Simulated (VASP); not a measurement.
# BAs (F-43m) in VASP: a series of runs

Runs on BAs. Level: PBE. Tasks: single point, relaxation of cell and atoms.

All numbers are computed with VASP 6.6.1; they aren't measurements. Logs are shortened: lines on timing, memory, paths and dates and some standing lists are left out, and cuts for length are marked.

### 1 The cell of the first run

It takes space group F-43m (No. 216, cubic). The conventional cell has a = 4.445 Å, b = 4.445 Å, c = 4.445 Å, α = 90.00°, β = 90.00°, γ = 90.00°. B (site symmetry -43m) has 4 As at 1.92 Å within 2.6 Å. Within 2.6 Å of As (site symmetry -43m) lie 4 B at 1.92 Å.

### 2 Single point, PBE

INCAR

```
SYSTEM = BAs
  ALGO = Normal
  EDIFF = 1E-6
  ENCUT = 520
  GGA = PE
  ISIF = 2
  ISMEAR = 0
  LASPH = .TRUE.
  LCHARG = .FALSE.
  LREAL = .FALSE.
  LWAVE = .FALSE.
  NBANDS = 11
  NELM = 100
  PREC = Accurate
  SIGMA = 0.01
```

KPOINTS

```
k-points
0
G
  10 10 10
  0 0 0
```

POSCAR

```
BAs
1.0
    0.0000000000      2.2225854419      2.2225854419
    2.2225854419      0.0000000000      2.2225854419
    2.2225854419      2.2225854419      0.0000000000
B As
1 1
Direct
    0.0000000000      0.0000000000      0.0000000000
    0.7500000000      0.7500000000      0.7500000000
```

Potentials or basis: VASP PAW PBE potentials, release 64 (B, As).

Run with:

```
$ cat potpaw_PBE.64/B/POTCAR potpaw_PBE.64/As/POTCAR > POTCAR
$ mpirun -np 1 vasp_std > vasp.out
```

OUTCAR:

```text
SYSTEM = BAs
   EDIFF = 1E-6
   ENCUT = 520
   GGA = PE
   ISIF = 2
   ISMEAR = 0
   LASPH = .TRUE.
   LREAL = .FALSE.
   NELM = 100
   PREC = Accurate

 ion  position               nearest neighbor table
   1  0.000  0.000  0.000-   2 1.92   2 1.92   2 1.92   2 1.92
   2  0.750  0.750  0.750-   1 1.92   1 1.92   1 1.92   1 1.92

  LATTYP: Found a face centered cubic cell.
 ALAT       =     4.4451708838

  Lattice vectors:

 A1 = (   0.0000000000,   2.2225854419,   2.2225854419)
 A2 = (   2.2225854419,   0.0000000000,   2.2225854419)
 A3 = (   2.2225854419,   2.2225854419,   0.0000000000)

Analysis of symmetry for initial positions (statically):
=====================================================================
 Subroutine PRICEL returns:
 Original cell was already a primitive cell.

 Routine SETGRP: Setting up the symmetry group for a
 face centered cubic supercell.

 Subroutine GETGRP returns: Found 24 space group operations
 (whereof 24 operations were pure point group operations)
 out of a pool of 48 trial point group operations.

The static configuration has the point symmetry T_d .

Analysis of symmetry for dynamics (positions and initial velocities):
=====================================================================
 Subroutine PRICEL returns:
 Original cell was already a primitive cell.

 Routine SETGRP: Setting up the symmetry group for a
 face centered cubic supercell.

 Subroutine GETGRP returns: Found 24 space group operations
 (whereof 24 operations were pure point group operations)
 out of a pool of 48 trial point group operations.

The dynamic configuration has the point symmetry T_d .

 Subroutine INISYM returns: Found 24 space group operations
 (whereof 24 operations are pure point group operations),
 and found     1 'primitive' translations

----------------------------------------------------------------------------------------

                                     Primitive cell

  volume of cell :      21.9586

  direct lattice vectors                    reciprocal lattice vectors
     0.000000000  2.222585442  2.222585442    -0.224963230  0.224963230  0.224963230
     2.222585442  0.000000000  2.222585442     0.224963230 -0.224963230  0.224963230
     2.222585442  2.222585442  0.000000000     0.224963230  0.224963230 -0.224963230

  length of vectors
     3.143210475  3.143210475  3.143210475     0.389647744  0.389647744  0.389647744

  position of ions in fractional coordinates (direct lattice)
     0.000000000  0.000000000  0.000000000
     0.750000000  0.750000000  0.750000000

  ion indices of the primitive-cell ions
[... 79 lines left out ...]
   IBRION =     -1    ionic relax: 0-MD 1-quasi-New 2-CG
   NFREE  =      0    steps in history (QN), initial steepest desc. (CG)
   ISIF   =      2    stress and relaxation
   ISYM   =      2    0-nonsym 1-usesym 2-fastsym
   POTIM  = 0.5000    time-step for ionic-motion
   TEBEG  =    0.0;   TEEND  =   0.0 temperature during run
   PSTRESS=    0.0 pullay stress
   NELECT =       8.0000    total number of electrons
   NUPDOWN=      -1.0000    fix difference up-down
   EMIN   =  10.00;   EMAX   =-10.00  energy-range for DOS
   EFERMI =   0.00;   METHOD = LEGACY
   ISMEAR =     0;   SIGMA  =   0.01  broadening in eV -4-tet -1-fermi 0-gaus
   EFERMI_NEDOS =   21; number of points for ismear=-14 and -15
   IALGO  =     38    algorithm
   IMIX   =      4    mixing-type and parameters
     AMIX     =   0.40;   BMIX     =  1.00
     AMIX_MAG =   1.60;   BMIX_MAG =  1.00
  volume/ion in A,a.u.               =      10.98        74.09
  Fermi-wavevector in a.u.,A,eV,Ry     =   1.169238  2.209540 18.600772  1.367118
  Thomas-Fermi vector in A             =   2.305714
   LORBIT       =      0    0 simple, 1 ext, 2 COOP (PROOUT), +10 PAW based schemes
   GGA     = PE    functional components
   LHFCALC =     F    Hartree Fock is set to
   AEXX    =    0.0000 exact exchange contribution
   IVDW    =     0    specifies the selected vdW correction
   LEPSILON=     F    determine dielectric tensor
   LRPA    =     F    only Hartree local field effects (RPA)
 non-spin polarized calculation
 Gauss-broadening in eV      SIGMA  =   0.01
  energy-cutoff  :      520.00
  volume of cell :       21.96
 maximum number of plane-waves:       609
   NGX = 11   NGY = 11   NGZ = 11

 number of electron       8.0000001 magnetization

 Free energy of the ion-electron system (eV)
  ---------------------------------------------------
  ext. energy  EPLUGINS =         0.00000000
  ---------------------------------------------------
  free energy    TOTEN  =       -10.62302953 eV

  energy without entropy =      -10.62302953  energy(sigma->0) =      -10.62302953

 E-fermi :   8.8989     XC(G=0): -11.5444

 val. band max:        8.7365219309   @ k =   0.0000   0.0000   0.0000
 cond. band min:       9.6715056672   @ k =   0.4000   0.4000   0.0000
 fundamental gap:      0.9349837363
 Fermi energy:         8.8988803626

 k-point     1 :       0.0000    0.0000    0.0000
  band No.  band energies     occupation
      1      -8.8307      2.00000
      2       8.7365      2.00000
      3       8.7365      2.00000
      4       8.7365      2.00000
      5      12.3335      0.00000
      6      12.3335      0.00000
      7      12.3335      0.00000
      8      16.2656      0.00000
      9      19.5827      0.00000
     10      22.6280      0.00000
     11      22.6280      0.00000
[... 309 lines left out ...]
 k-point    24 :       0.4000    0.3000    0.0000
  band No.  band energies     occupation
      1      -5.5722      2.00000
      2       1.6521      2.00000
      3       3.7927      2.00000
      4       4.4024      2.00000
      5      10.3004      0.00000
      6      12.1149      0.00000
      7      19.2546      0.00000
      8      19.2927      0.00000
      9      22.7955      0.00000
     10      26.1249      0.00000
     11      27.5665      0.00000

 [... further k-points ...]
[... 5 lines left out ...]
  --------------------------------------------------------------------------------------
  -------------------------------------------------------------------------------------
  Total        7.1002133      7.1002133      7.1002133      0.0000000      0.0000000      0.0000000
  in kB      518.0558524    518.0558524    518.0558524      0.0000000      0.0000000      0.0000000
  external PRESSURE =     518.0558524 kB  Pullay stress =       0.0000000 kB

 VOLUME and BASIS-vectors are now :
 -----------------------------------------------------------------------------
  energy-cutoff  :      520.00
  volume of cell :       21.96
      direct lattice vectors                 reciprocal lattice vectors
     0.000000000  2.222585442  2.222585442    -0.224963230  0.224963230  0.224963230
     2.222585442  0.000000000  2.222585442     0.224963230 -0.224963230  0.224963230
     2.222585442  2.222585442  0.000000000     0.224963230  0.224963230 -0.224963230

 POSITION                                       TOTAL-FORCE (eV/Angst)
 -----------------------------------------------------------------------------------
      0.00000      0.00000      0.00000         0.000000      0.000000     -0.000000
      3.33388      3.33388      3.33388        -0.000000     -0.000000      0.000000
 -----------------------------------------------------------------------------------
    total drift:                                0.000000      0.000000     -0.000000

  FREE ENERGIE OF THE ION-ELECTRON SYSTEM (eV)
  ---------------------------------------------------
  free  energy   TOTEN  =       -10.6230295279 eV

  energy  without entropy=      -10.6230295279  energy(sigma->0) =      -10.62302953
```

stdout:

```text
POSCAR found type information on POSCAR B As
 POSCAR found :  2 types and       2 ions
 scaLAPACK will be used
 LDA part: xc-table for (Slater+PW92), standard interpolation
 POSCAR, INCAR and KPOINTS ok, starting setup
 FFT: planning ... GRIDC
 FFT: planning ... GRID_SOFT
 FFT: planning ... GRID
 WAVECAR not read
 entering main loop
```

Run time: 5.7 s. Hardware: 1 thread of Intel Xeon Platinum 8559C (Emerald Rapids), shared host; peak memory 0.14 GiB.

What came out:

```
Free energy            : -10.6230 eV
Pressure               : 51.8 GPa
Band gap on the k mesh : 0.94 eV, indirect (least direct gap 3.60 eV)
```

Levels at points of the mesh, in eV from the valence-band top:
```csv
k point,band 1,band 2,band 3,band 4,band 5,band 6,band 7,band 8,band 9
"(0.00, 0.00, 0.00)",-17.57,0.00,0.00,0.00,3.60,3.60,3.60,7.53,10.85
"(0.50, 0.00, 0.00)",-13.83,-10.55,-2.21,-2.21,4.09,5.01,5.01,9.18,14.50
"(0.50, 0.50, 0.00)",-12.17,-9.85,-5.06,-5.06,1.10,1.22,13.56,13.56,14.98
```

### 3 Single point, PBE

This run uses another cell than the first one, of 13.90 Å³/atom, 1.266 times its volume.

INCAR

```
  PREC = Accurate
  ENCUT = 520
  EDIFF = 1E-6
  ISMEAR = 0
  SIGMA = 0.01
  LREAL = F
  LASPH = T
  NELM = 100
  ALGO = Normal
  ISIF = 2
  LWAVE = F
  LCHARG = F
  GGA = PE
  NBANDS = 11
```

KPOINTS

```
Automatic mesh
0
Gamma
  10 10 10
```

POSCAR

```
BAs
1.0
    0.0000000000      2.4046443035      2.4046443035
    2.4046443035      0.0000000000      2.4046443035
    2.4046443035      2.4046443035      0.0000000000
B As
1 1
Direct
    0.0000000000      0.0000000000      0.0000000000
    0.7500000000      0.7500000000      0.7500000000
```

Potentials or basis: VASP PAW PBE potentials, release 64 (B, As).

Run with:

```
$ cat potpaw_PBE.64/B/POTCAR potpaw_PBE.64/As/POTCAR > POTCAR
$ mpirun -np 1 vasp_std > vasp.out
```

It took 9.2 s on 1 thread of Intel Xeon Platinum 8559C (Emerald Rapids), shared host; peak memory 0.16 GiB.

The run converged. Its results:

```yaml
Free_energy: -11.4134 eV
Pressure: 0.6 GPa
Band_gap_on_the_k_mesh: 1.20 eV, indirect (least direct gap 3.25 eV)
```

Levels at points of the mesh, in eV from the valence-band top:
```tsv
k point	band 2	band 3	band 4	band 5	band 6	band 7
(0.00, 0.00, 0.00)	0.00	0.00	0.00	3.25	3.25	3.25
(0.50, 0.00, 0.00)	-8.64	-1.79	-1.79	2.57	4.76	4.76
(0.50, 0.50, 0.00)	-8.42	-4.00	-4.00	1.45	1.46	11.17
```

A k mesh can miss the band edges. Expect the measured gap to be larger: semilocal functionals such as PBE lack the derivative discontinuity.

### 4 Relaxation of cell and atoms, PBE

This run uses another cell than the first one, of 13.90 Å³/atom, 1.266 times its volume.

INCAR

```
SYSTEM = BAs
ALGO = Normal ; EDIFF = 1E-7
EDIFFG = -0.001 ; ENCUT = 600
GGA = PE ; IBRION = 2
ISIF = 3 ; ISMEAR = 0
LASPH = .True. ; LCHARG = .False.
LREAL = .False. ; LWAVE = .False.
NELM = 80 ; NSW = 80
PREC = Accurate ; SIGMA = 0.01
```

KPOINTS

```
k-points
0
Gamma
  10 10 10
  0 0 0
```

POSCAR

```
BAs
1.0
    0.0000000000      2.4044111611      2.4044111611
    2.4044111611      0.0000000000      2.4044111611
    2.4044111611      2.4044111611      0.0000000000
B As
1 1
Direct
    0.0000000000      0.0000000000      0.0000000000
    0.7500000000      0.7500000000      0.7500000000
```

Run with:

```
$ cat potpaw_PBE.64/B/POTCAR potpaw_PBE.64/As/POTCAR > POTCAR
$ mpirun -np 1 vasp_std > vasp.out
```

It took 17 s on 1 thread of Intel Xeon Platinum 8559C (Emerald Rapids), shared host; peak memory 0.17 GiB.

Results (log left out):

- Free energy: -11.4145 eV
- Relaxed volume: 13.97 Å³/atom
- Relaxed cell: a = 3.406 Å, b = 3.406 Å, c = 3.406 Å, α = 60.00°, β = 60.00°, γ = 60.00°
- Space group after relaxing (to 0.05 Å): F-43m (No. 216)
- Energy gained by relaxing: 0.1 meV/atom
- Ionic steps: 4
- Pressure after relaxing: 0.0 GPa
- Band gap on the k mesh: 1.20 eV, indirect (least direct gap 3.25 eV)

Step by step:
```tsv
step	energy change (eV)	largest force (eV/Å)	pressure (GPa)	volume (Å³)
1	0.0000	0.0000	0.63	27.80
2	-0.0001	0.0000	-0.42	28.02
3	-0.0003	0.0000	0.01	27.93
4	-0.0003	0.0000	0.00	27.93
```

Final structure:
```
B As
1.0
     0.00000    2.40821    2.40821
     2.40821    0.00000    2.40821
     2.40821    2.40821    0.00000
B As
1 1
Cartesian
  4.8164 2.4082 2.4082
  3.6123 3.6123 3.6123
```

Levels at points of the mesh, in eV from the valence-band top:
| k point | band 2 | band 3 | band 4 | band 5 | band 6 | band 7 |
| --- | --- | --- | --- | --- | --- | --- |
| (0.00, 0.00, 0.00) | 0.00 | 0.00 | 0.00 | 3.25 | 3.25 | 3.25 |
| (0.50, 0.00, 0.00) | -8.61 | -1.78 | -1.78 | 2.55 | 4.75 | 4.75 |
| (0.50, 0.50, 0.00) | -8.39 | -3.98 | -3.98 | 1.46 | 1.46 | 11.13 |

A k mesh can miss the band edges. Zero-point motion and thermal expansion aren't in these numbers.

### 5 Relaxation of cell and atoms, PBE, target pressure 50 GPa, at which the enthalpy is minimised

This run uses another cell than the first one, of 13.90 Å³/atom, 1.266 times its volume.

INCAR

```
PREC     = Accurate       # precision mode
ENCUT    = 600            # plane-wave cutoff, eV
EDIFF    = 1E-6           # SCF threshold, eV
ISMEAR   = 0              # smearing method
SIGMA    = 0.01           # smearing width, eV
LREAL    = F              # projectors in reciprocal space
LASPH    = T              # aspherical terms in the spheres
NELM     = 100            # most SCF steps
ALGO     = Normal         # electronic algorithm
ISIF     = 3              # what is computed and relaxed
LWAVE    = F              # write WAVECAR
LCHARG   = F              # write CHGCAR
GGA      = PE             # functional
IBRION   = 2              # ionic algorithm
NSW      = 80             # ionic steps
EDIFFG   = -0.001         # ionic threshold
PSTRESS  = 500.0
```

KPOINTS

```
regular mesh
0
Gamma
  10 10 10
```

POSCAR

```
BAs
1.0
    0.0000000000      2.4046443035      2.4046443035
    2.4046443035      0.0000000000      2.4046443035
    2.4046443035      2.4046443035      0.0000000000
B As
1 1
Direct
    0.0000000000      0.0000000000      0.0000000000
    0.7500000000      0.7500000000      0.7500000000
```

Run with:

```
$ cat potpaw_PBE.64/B/POTCAR potpaw_PBE.64/As/POTCAR > POTCAR
$ mpirun -np 1 vasp_std > vasp.out
```

Wall time 45 s (1 thread of Intel Xeon Platinum 8559C (Emerald Rapids), shared host); peak memory 0.18 GiB.

The run converged. Its results:

| Item | Value |
| --- | --- |
| Free energy | -10.6660 eV |
| Relaxed volume | 11.04 Å³/atom |
| Relaxed cell | a = 3.149 Å, b = 3.149 Å, c = 3.149 Å, α = 60.00°, β = 60.00°, γ = 60.00° |
| Space group after relaxing (to 0.05 Å) | F-43m (No. 216) |
| Energy change on relaxing (the enthalpy is what falls) | +374.1 meV/atom |
| Ionic steps | 16 |
| Pressure after relaxing | 50.0 GPa |
| Band gap on the k mesh | 0.94 eV, indirect (least direct gap 3.59 eV) |

Step by step:
```tsv
step	energy change (eV)	largest force (eV/Å)	pressure (GPa)	volume (Å³)
1	0.0000	0.0000	0.59	27.81
2	9.0682	0.0000	367.81	13.87
3	0.5226	0.0000	39.37	22.90
4	0.6691	0.0000	46.37	22.35
5	0.7490	0.0000	50.04	22.08
6	0.7164	0.0000	48.55	22.19
7	0.7184	0.0000	48.62	22.18
8	0.7244	0.0000	48.92	22.16
9	0.7245	0.0000	48.92	22.16
10	0.7248	0.0000	48.93	22.16
11	0.7254	0.0000	48.96	22.16
12	0.7266	0.0000	49.01	22.16
13	0.7290	0.0000	49.10	22.15
14	0.7339	0.0000	49.35	22.13
15	0.7437	0.0000	49.79	22.10
16	0.7482	0.0000	50.00	22.09
```

Final structure:
```cif
data_structure
_symmetry_space_group_name_H-M 'P 1'
_symmetry_Int_Tables_number 1
_cell_length_a 3.1493
_cell_length_b 3.1493
_cell_length_c 3.1493
_cell_angle_alpha 60.000
_cell_angle_beta 60.000
_cell_angle_gamma 60.000
_cell_volume 22.09
loop_
_atom_site_label
_atom_site_type_symbol
_atom_site_fract_x
_atom_site_fract_y
_atom_site_fract_z
_atom_site_occupancy
B1 B 0.00000 0.00000 0.00000 1
As1 As 0.75000 0.75000 0.75000 1
```

Levels at points of the mesh, in eV from the valence-band top:
```tsv
k point	band 2	band 3	band 4	band 5	band 6	band 7
(0.00, 0.00, 0.00)	0.00	0.00	0.00	3.59	3.59	3.59
(0.50, 0.00, 0.00)	-10.50	-2.20	-2.20	4.05	5.00	5.00
(0.50, 0.50, 0.00)	-9.81	-5.03	-5.03	1.11	1.23	13.50
```

Caveat: the cell is relaxed towards a set pressure, so the enthalpy falls and the energy may rise; the volume moved by over 15 % at a fixed basis, so the end points are rough.

### 6 Summary

| task | cell | cutoff (eV) | gap on the mesh (eV) | pressure (GPa) |
| --- | --- | --- | --- | --- |
| single point | a = 3.143 Å, angles 60.0°, 2 atoms | 520 | 0.94 | 51.8 |
| single point | a = 3.401 Å, angles 60.0°, 2 atoms | 520 | 1.20 | 0.6 |
| relaxation of cell and atoms | relaxed from a = 3.400 Å, angles 60.0°, 2 atoms | 600 | 1.20 | 0.0 |
| relaxation of cell and atoms | relaxed to 50 GPa from a = 3.401 Å, angles 60.0°, 2 atoms | 600 | 0.94 | 50.0 |

Alike in all rows: level PBE; potentials or basis VASP PAW PBE potentials, release 64 (B, As); no spin polarisation; k mesh 10 × 10 × 10; smearing gaussian 0.01 eV.

Caveats: the cell is relaxed towards a set pressure, so the enthalpy falls and the energy may rise (some runs); the volume moved by over 15 % at a fixed basis, so the end points are rough (some runs).

Total energies depend on the potentials used, so only differences within one code and one set of settings carry meaning.
